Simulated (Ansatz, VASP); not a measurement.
## Ca in VASP and in Ansatz

File INCAR:

```
SYSTEM = Ca
ALGO = Normal
EDIFF = 1E-6
ENCUT = 520
GGA = CA
ISIF = 2
ISMEAR = 0
LASPH = .TRUE.
LCHARG = .TRUE.
LELF = .TRUE.
LREAL = .FALSE.
LVHAR = .TRUE.
LWAVE = .FALSE.
NBANDS = 11
NELM = 60
PREC = Accurate
SIGMA = 0.05
```

Contents of KPOINTS:

```
k-points
0
G
  9 9 9
  0 0 0
```

File POSCAR:

```
Ca
1.0
   -2.0536899929      2.0588272853      2.3954333007
    2.0536899929     -2.0588272853      2.3954333007
    2.0536899929      2.0588272853     -2.3954333007
Ca
1
Direct
    0.5000000000      0.5000000000      0.0000000000
```

input.yaml

```yaml
crystal:
  lattice:
    - [-2.0536899929, 2.0588272853, 2.3954333007]
    - [2.0536899929, -2.0588272853, 2.3954333007]
    - [2.0536899929, 2.0588272853, -2.3954333007]
  atoms:
    - { symbol: Ca, position: [0.5, 0.5, 0.0] }
kpoints:
  mp_grid: { grid: [9, 9, 9] }
scf:
  occupations: { method: gaussian, width: 0.05 }
hamiltonian:
  xc: lda
  pseudopotentials: { kind: all_electron, lapw: { basis_error: 0.001 } }
output:
  forces: true
  stress: true
  eigenvalues: true
```

Change from the starting cell: volume scaled by 0.94.

Alike in both runs: task single point; functional LDA; k mesh 9 × 9 × 9; occupations gaussian, width 0.05 eV; no spin polarisation.

```csv
,VASP,Ansatz
version,VASP 6.6.1,Ansatz 0.2.0
potentials or method,"VASP PAW LDA potentials, release 64 (Ca_sv), cutoff 520 eV","all-electron LAPW, scalar-relativistic"
```

|  | VASP | Ansatz | Ansatz less VASP |
| --- | --- | --- | --- |
| gap on the k mesh at the Fermi level (eV) | none | none | - |
| pressure (GPa) | -1.2 | -1.2 | +0.01 |
| traceless stress, the component that is largest in VASP (GPa) | 0.11 | 0.11 | +0.003 |

LDA's correlation is that of Perdew and Zunger in VASP and of Perdew and Wang (1992) in Ansatz. A gap of «none» marks a metal or a gap that the smearing closes. Ansatz ran all-electron here, and VASP with PAW potentials.
